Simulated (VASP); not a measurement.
# Cr (Im-3m) in VASP: a series of runs, part 2 of 2

VASP 6.6.1.

## Step 3: Vibrations by perturbation theory, PBE, collinear spin, ferromagnetic start

The input, INCAR:

```
PREC = Accurate ; ENCUT = 500
EDIFF = 1E-8 ; ISMEAR = -1
SIGMA = 0.05 ; LREAL = False
LASPH = True ; NELM = 200
ALGO = Normal ; ISIF = 2
LWAVE = False ; LCHARG = False
ISPIN = 2 ; MAGMOM = 3
LORBIT = 11 ; LMAXMIX = 4
GGA = PE ; IBRION = 8
NSW = 1 ; GGA_COMPAT = False
```

The input, KPOINTS:

```
regular mesh
0
Gamma
  9 9 9
```

The input, POSCAR:

```
Cr
1.0
   -1.4844496776      1.4844496776      1.4844496776
    1.4844496776     -1.4844496776      1.4844496776
    1.4844496776      1.4844496776     -1.4844496776
Cr
1
Direct
    0.0000000000      0.0000000000      0.0000000000
```

Potentials or basis: VASP PAW PBE potentials, release 64 (Cr_pv).

Run with:

```
$ cat potpaw_PBE.64/Cr_pv/POTCAR > POTCAR
$ mpirun -np 1 vasp_std > vasp.out
```

OUTCAR:

```text
PREC = Accurate
   ENCUT = 500
   EDIFF = 1E-8
   ISMEAR = -1
   LREAL = False
   LASPH = True
   NELM = 200
   ISIF = 2
   ISPIN = 2
   LORBIT = 11
   GGA = PE
   IBRION = 8
   NSW = 1

 ion  position               nearest neighbor table
   1  0.000  0.000  0.000-

  LATTYP: Found a body centered cubic cell.
 ALAT       =     2.9688993552

  Lattice vectors:

 A1 = (  -1.4844496776,   1.4844496776,   1.4844496776)
 A2 = (   1.4844496776,  -1.4844496776,   1.4844496776)
 A3 = (   1.4844496776,   1.4844496776,  -1.4844496776)

Analysis of symmetry for initial positions (statically):
=====================================================================
 Subroutine PRICEL returns:
 Original cell was already a primitive cell.

 Routine SETGRP: Setting up the symmetry group for a
 body centered cubic supercell.

 Subroutine GETGRP returns: Found 48 space group operations
 (whereof 48 operations were pure point group operations)
 out of a pool of 48 trial point group operations.

The static configuration has the point symmetry O_h .

Analysis of symmetry for dynamics (positions and initial velocities):
=====================================================================
 Subroutine PRICEL returns:
 Original cell was already a primitive cell.

 Routine SETGRP: Setting up the symmetry group for a
 body centered cubic supercell.

 Subroutine GETGRP returns: Found 48 space group operations
 (whereof 48 operations were pure point group operations)
 out of a pool of 48 trial point group operations.

The dynamic configuration has the point symmetry O_h .

[... 916 lines left out ...]
 -----------------------------------------------------------------------------------
      0.00000      0.00000      0.00000         0.000000     -0.000000     -0.000000
 -----------------------------------------------------------------------------------
    total drift:                                0.000000     -0.000000      0.000000

  FREE ENERGIE OF THE ION-ELECTRON SYSTEM (eV)
  ---------------------------------------------------
  free  energy   TOTEN  =        -9.3926263691 eV

  energy  without entropy=       -9.3848839406  energy(sigma->0) =       -9.38875515

[... ionic steps 2 to 3 ...]

--------------------------------------- Ionic step        4  -------------------------------------------

 Free energy of the ion-electron system (eV)
  ---------------------------------------------------
  ---------------------------------------------------
  free energy    TOTEN  =        -0.74164172 eV

  energy without entropy =       -0.74164171

------------------------ aborting loop because EDIFF is reached ----------------------------------------

 INTERNAL STRAIN TENSOR  FOR ION    1  DIRECTION 1   (eV/Angst):
 -----------------------------------------------------------------------------
     0.01650 -0.00000  0.00000
    -0.00000  0.00352 -0.00000
     0.00000 -0.00000  0.00352

 INTERNAL STRAIN TENSOR FOR ION    1 for displacements in x,y,z  (eV/Angst):
          X           Y           Z          XY          YZ          ZX
  --------------------------------------------------------------------------------
  x     0.00000     0.00000     0.00000     0.00000     0.00000     0.00000
  y     0.00000     0.00000     0.00000     0.00000     0.00000     0.00000
  z     0.00000     0.00000     0.00000     0.00000     0.00000     0.00000

 SECOND DERIVATIVES (NOT SYMMETRIZED)
 ------------------------------------
               1X          1Y          1Z
  1X    -0.007536    0.000000    0.000000
  1Y     0.000000   -0.007536    0.000000
  1Z     0.000000    0.000000   -0.007536

 Eigenvectors and eigenvalues of the dynamical matrix
 ----------------------------------------------------

   1 f  =    0.188202 THz     1.182510 2PiTHz    6.277754 cm-1     0.778342 meV
             X         Y         Z           dx          dy          dz
      0.000000  0.000000  0.000000     1.000000    0.000000    0.000000

   2 f  =    0.188202 THz     1.182510 2PiTHz    6.277754 cm-1     0.778342 meV
             X         Y         Z           dx          dy          dz
      0.000000  0.000000  0.000000     0.000000    1.000000    0.000000

   3 f  =    0.188202 THz     1.182510 2PiTHz    6.277754 cm-1     0.778342 meV
             X         Y         Z           dx          dy          dz
      0.000000  0.000000  0.000000     0.000000    0.000000    1.000000

--------------------------------------------------------------------------------------------------------

 ELASTIC MODULI CONTR FROM IONIC RELAXATION (kBar)
 Direction    XX          YY          ZZ          XY          YZ          ZX
 --------------------------------------------------------------------------------
 XX           0.0000      0.0000      0.0000      0.0000      0.0000      0.0000
 YY           0.0000      0.0000      0.0000      0.0000      0.0000      0.0000
 ZZ           0.0000      0.0000      0.0000      0.0000      0.0000      0.0000
 XY           0.0000      0.0000      0.0000      0.0000      0.0000      0.0000
 YZ           0.0000      0.0000      0.0000      0.0000      0.0000      0.0000
 ZX           0.0000      0.0000      0.0000      0.0000      0.0000      0.0000
 --------------------------------------------------------------------------------

 total charge

# of ion       s       p       d       tot
------------------------------------------
    1        0.397   6.333   4.083  10.812

 magnetization (x)

# of ion       s       p       d       tot
------------------------------------------
    1       -0.000  -0.000  -0.000  -0.000
```

OSZICAR:

```text
N       E                     dE             d eps       ncg     rms          rms(c)
DAV:   1     0.818052210033E+02    0.81805E+02   -0.68113E+03  1680   0.110E+03
DAV:   2    -0.854217450905E+01   -0.90347E+02   -0.87234E+02  1724   0.292E+02
DAV:   3    -0.980688590020E+01   -0.12647E+01   -0.12522E+01  1928   0.415E+01
DAV:   4    -0.981418057827E+01   -0.72947E-02   -0.72928E-02  1796   0.315E+00
[... 31 lines left out ...]
RMM:  11    -0.741642047513E+00    0.41193E-06   -0.49475E-09  6333   0.575E-05    0.574E-06
RMM:  12    -0.741641861575E+00    0.18594E-06   -0.21454E-09  6663   0.257E-05    0.225E-06
RMM:  13    -0.741641765791E+00    0.95784E-07   -0.11482E-09  6030   0.113E-05    0.652E-07
RMM:  14    -0.741641723266E+00    0.42525E-07   -0.95451E-10  3953   0.593E-06    0.218E-07
RMM:  15    -0.741641715573E+00    0.76928E-08   -0.62942E-10  1891   0.328E-06    0.117E-07
 Linear response finished
```

Wall time 40 s (1 thread of Intel Xeon Platinum 8488C (Sapphire Rapids), shared host); peak memory 0.16 GiB.

What came out:

```yaml
Net_moment: 0.00 μB per cell
Valence_electrons_inside_the_program's_atomic_spheres: Cr 10.81
```

Caveat: the moments typed at the start vanished in this run.
